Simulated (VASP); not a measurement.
# MgO in VASP: notebook, part 2 of 2

VASP 6.6.1. The steps go on from the part before.

### 4 Single point, r2SCAN

This run uses another cell than the first one, of 8.99 Å³/atom, 1.015 times its volume.

POSCAR

```
MgO
1.0
    0.0000000000      2.0795922133      2.0795922133
    2.0795922133      0.0000000000      2.0795922133
    2.0795922133      2.0795922133      0.0000000000
Mg O
1 1
Direct
    0.0000000000      0.0000000000      0.0000000000
    0.5000000000      0.5000000000      0.5000000000
```

INCAR.step1

```
SYSTEM = MgO
ALGO = Normal ; EDIFF = 1E-4
ENCUT = 520 ; GGA = PE
ISMEAR = 0 ; LASPH = .True.
LCHARG = .False. ; LREAL = .False.
LWAVE = .True. ; NBANDS = 11
NELM = 80 ; PREC = Accurate
SIGMA = 0.01
```

INCAR.step2

```
SYSTEM = MgO
ALGO = Normal ; EDIFF = 1E-7
ENCUT = 520 ; ISIF = 2
ISMEAR = 0 ; ISTART = 1
LASPH = .True. ; LCHARG = .False.
LMIXTAU = .True. ; LREAL = .False.
LWAVE = .False. ; METAGGA = R2SCAN
NBANDS = 11 ; NELM = 80
PREC = Accurate ; SIGMA = 0.01
```

KPOINTS

```
k-points
0
Gamma
  10 10 10
  0 0 0
```

Potentials or basis: VASP PAW PBE potentials, release 64 (Mg, O).

Started as:

```
> cat potpaw_PBE.64/Mg/POTCAR potpaw_PBE.64/O/POTCAR > POTCAR
> cp INCAR.step1 INCAR
> mpirun -np 1 vasp_std > vasp.out
> cp INCAR.step2 INCAR
> mpirun -np 1 vasp_std > vasp.out
```

OUTCAR:

```text
SYSTEM = MgO
   EDIFF = 1E-7
   ENCUT = 520
   ISIF = 2
   ISMEAR = 0
   ISTART = 1
   LASPH = .True.
   LREAL = .False.
   METAGGA = R2SCAN
   NELM = 80
   PREC = Accurate

 ion  position               nearest neighbor table
   1  0.000  0.000  0.000-   2 2.08   2 2.08   2 2.08   2 2.08   2 2.08   2 2.08
   2  0.500  0.500  0.500-   1 2.08   1 2.08   1 2.08   1 2.08   1 2.08   1 2.08

  LATTYP: Found a face centered cubic cell.
 ALAT       =     4.1591844266

  Lattice vectors:

 A1 = (   0.0000000000,   2.0795922133,   2.0795922133)
 A2 = (   2.0795922133,   0.0000000000,   2.0795922133)
 A3 = (   2.0795922133,   2.0795922133,   0.0000000000)

Analysis of symmetry for initial positions (statically):
=====================================================================
 Subroutine PRICEL returns:
 Original cell was already a primitive cell.

 Routine SETGRP: Setting up the symmetry group for a
 face centered cubic supercell.

 Subroutine GETGRP returns: Found 48 space group operations
[... 9 lines left out ...]

 Routine SETGRP: Setting up the symmetry group for a
 face centered cubic supercell.

 Subroutine GETGRP returns: Found 48 space group operations
[... 11 lines left out ...]
                                     Primitive cell

  volume of cell :      17.9872

  direct lattice vectors                    reciprocal lattice vectors
     0.000000000  2.079592213  2.079592213    -0.240431752  0.240431752  0.240431752
     2.079592213  0.000000000  2.079592213     0.240431752 -0.240431752  0.240431752
     2.079592213  2.079592213  0.000000000     0.240431752  0.240431752 -0.240431752

  length of vectors
     2.940987512  2.940987512  2.940987512     0.416440011  0.416440011  0.416440011

  position of ions in fractional coordinates (direct lattice)
     0.000000000  0.000000000  0.000000000
     0.500000000  0.500000000  0.500000000

  ion indices of the primitive-cell ions
   primitive index   ion index
                 1           1
                 2           2

----------------------------------------------------------------------------------------

[... 97 lines left out ...]
   IVDW    =     0    specifies the selected vdW correction
   LEPSILON=     F    determine dielectric tensor
   LRPA    =     F    only Hartree local field effects (RPA)
 non-spin polarized calculation
 Gauss-broadening in eV      SIGMA  =   0.01
  energy-cutoff  :      520.00
  volume of cell :       17.99
 maximum number of plane-waves:       531
 NGX is ok and might be reduce to    24
   NGX = 11   NGY = 11   NGZ = 11

 number of electron       8.0000000 magnetization

 Free energy of the ion-electron system (eV)
  ---------------------------------------------------
  ext. energy  EPLUGINS =         0.00000000
  ---------------------------------------------------
  free energy    TOTEN  =       -16.15408895 eV

  energy without entropy =      -16.15408895  energy(sigma->0) =      -16.15408895

 E-fermi :   3.1738     XC(G=0): -11.7914

 val. band max:        3.0598681379   @ k =   0.0000   0.0000   0.0000
 cond. band min:       9.0565565529   @ k =   0.0000   0.0000   0.0000
 fundamental gap:      5.9966884150
 Fermi energy:         3.1738174514

 k-point     1 :       0.0000    0.0000    0.0000
  band No.  band energies     occupation
      1     -15.3389      2.00000
      2       3.0599      2.00000
      3       3.0599      2.00000
      4       3.0599      2.00000
      5       9.0566      0.00000
      6      20.1164      0.00000
      7      20.1164      0.00000
      8      20.1164      0.00000
      9      24.3718      0.00000
     10      26.1812      0.00000
     11      26.1812      0.00000
[... 309 lines left out ...]
 k-point    24 :       0.4000    0.3000    0.0000
  band No.  band energies     occupation
      1     -14.0460      2.00000
      2      -0.6462      2.00000
      3       1.6852      2.00000
      4       1.9084      2.00000
      5      13.9608      0.00000
      6      14.4071      0.00000
      7      18.2582      0.00000
      8      23.0528      0.00000
      9      23.2844      0.00000
     10      29.8337      0.00000
     11      32.3416      0.00000

 [... further k-points ...]

------------------------ aborting loop because EDIFF is reached ----------------------------------------

  FORCE on cell =-STRESS in cart. coord.  units (eV):
  Direction    XX          YY          ZZ          XY          YZ          ZX
  --------------------------------------------------------------------------------------
  -------------------------------------------------------------------------------------
  Total        0.5190219      0.5190219      0.5190219     -0.0000000      0.0000000      0.0000000
  in kB       46.2308290     46.2308290     46.2308290     -0.0000000      0.0000000      0.0000000
  external PRESSURE =      46.2308290 kB  Pullay stress =       0.0000000 kB

 VOLUME and BASIS-vectors are now :
 -----------------------------------------------------------------------------
  energy-cutoff  :      520.00
  volume of cell :       17.99
      direct lattice vectors                 reciprocal lattice vectors
     0.000000000  2.079592213  2.079592213    -0.240431752  0.240431752  0.240431752
     2.079592213  0.000000000  2.079592213     0.240431752 -0.240431752  0.240431752
     2.079592213  2.079592213  0.000000000     0.240431752  0.240431752 -0.240431752

 POSITION                                       TOTAL-FORCE (eV/Angst)
 -----------------------------------------------------------------------------------
      0.00000      0.00000      0.00000        -0.000000     -0.000000     -0.000000
      2.07959      2.07959      2.07959         0.000000      0.000000      0.000000
 -----------------------------------------------------------------------------------
    total drift:                               -0.000000     -0.000000      0.000000

  FREE ENERGIE OF THE ION-ELECTRON SYSTEM (eV)
  ---------------------------------------------------
  free  energy   TOTEN  =       -16.1540889547 eV

  energy  without entropy=      -16.1540889547  energy(sigma->0) =      -16.15408895
```

OUTCAR.step1:

```text
SYSTEM = MgO
   EDIFF = 1E-4
   ENCUT = 520
   GGA = PE
   ISMEAR = 0
   LASPH = .True.
   LREAL = .False.
[... 557 lines left out ...]
      0.00000      0.00000      0.00000         0.000000      0.000000     -0.000000
      2.07959      2.07959      2.07959        -0.000000     -0.000000      0.000000
 -----------------------------------------------------------------------------------
    total drift:                               -0.000000     -0.000000      0.000000

  FREE ENERGIE OF THE ION-ELECTRON SYSTEM (eV)
  ---------------------------------------------------
  free  energy   TOTEN  =       -11.8730119010 eV

  energy  without entropy=      -11.8730119010  energy(sigma->0) =      -11.87301190
```

Run time: 58 s. Hardware: 1 thread of Intel Xeon 8259CL, shared host; peak memory 0.15 GiB.

What came out:

```yaml
Free_energy: -16.1541 eV
Pressure: 4.6 GPa
Band_gap_on_the_k_mesh: 6.00 eV, direct
```

Caveat: the PAW data sets were made with another functional, which shifts forces and pressure a little.

### 5 Single point, LDA (z stretched by -0.5 %, x and y held)

INCAR

```
PREC = Accurate
ENCUT = 520
EDIFF = 1E-7
ISMEAR = 0
SIGMA = 0.01
LREAL = False
LASPH = True
NELM = 80
ALGO = Normal
ISIF = 2
LWAVE = False
LCHARG = True
LELF = True
LVHAR = True
NBANDS = 11
```

KPOINTS

```
regular mesh
0
Gamma
  10 10 10
```

POSCAR

```
MgO
1.0
    0.0000000000      2.0795922133      2.0691942522
    2.0795922133      0.0000000000      2.0691942522
    2.0795922133      2.0795922133      0.0000000000
Mg O
1 1
Direct
    0.0000000000      0.0000000000      0.0000000000
    0.5000000000      0.5000000000      0.5000000000
```

Potentials or basis: VASP PAW LDA potentials, release 64 (Mg, O).

Started as:

```
> cat potpaw_LDA.64/Mg/POTCAR potpaw_LDA.64/O/POTCAR > POTCAR
> mpirun -np 1 vasp_std > vasp.out
```

Wall time 22 s (1 thread of Intel Xeon 8259CL, shared host); peak memory 0.14 GiB.

It converged, with:

| Item | Value |
| --- | --- |
| Free energy | -13.4451 eV |
| Pressure | -0.8 GPa |
| Band gap on the k mesh | 5.08 eV, direct |

Stress tensor (GPa, compression positive):
```
-1.21  0.00  0.00
 0.00 -1.21  0.00
 0.00  0.00  0.00
```

Levels at points of the mesh, in eV from the valence-band top:
| k point | band 2 | band 3 | band 4 | band 5 | band 6 | band 7 |
| --- | --- | --- | --- | --- | --- | --- |
| (0.00, 0.00, 0.00) | -0.01 | 0.00 | 0.00 | 5.08 | 15.74 | 15.74 |
| (0.50, 0.00, 0.00) | -4.90 | -0.73 | -0.71 | 8.00 | 12.88 | 16.38 |
| (0.50, 0.50, 0.00) | -4.32 | -1.45 | -1.45 | 8.89 | 10.16 | 13.39 |
| (0.50, 0.00, 0.50) | -4.34 | -1.45 | -1.41 | 8.94 | 10.17 | 13.32 |

Caveat: the cell differs from its parent crystal (z stretched by -0.5 %, x and y held).

### 6 The runs side by side

| level | potentials or basis | cell | gap on the mesh (eV) | pressure (GPa) |
| --- | --- | --- | --- | --- |
| LDA | VASP PAW LDA potentials, release 64 (Mg, O) | a = 2.926 Å, angles 60.0°, 2 atoms | 5.19 | 1.0 |
| LDA | VASP PAW LDA potentials, release 64 (Mg, O) | a = 2.956 Å, angles 60.0°, 2 atoms | 4.88 | -4.2 |
| r2SCAN | VASP PAW PBE potentials, release 64 (Mg, O) | a = 2.941 Å, angles 60.0°, 2 atoms | 6.00 | 4.6 |
| LDA | VASP PAW LDA potentials, release 64 (Mg, O) | a = 2.934, b = 2.934, c = 2.941 Å, angles 59.9, 59.9, 60.2°, 2 atoms | 5.08 | -0.8 |

Alike in all rows: task single point; no spin polarisation; k mesh 10 × 10 × 10; cutoff (eV) 520; smearing gaussian 0.01 eV.

Caveats: the PAW data sets were made with another functional, which shifts forces and pressure a little (some runs).

Total energies depend on the potentials used, so only differences within one code and one set of settings carry meaning.

### 7 Comparison with measurements

Step 2. Measured gap of MgO: 7.83 eV (quoted in “Electronic structure of alkaline earth and post-transition metal oxides”, 2009, arxiv:0908.1581). This calculation gives 5.19 eV (-2.64 eV). The value is that of LDA, without temperature or zero-point motion. Semilocal functionals fall short of measured gaps as a rule.
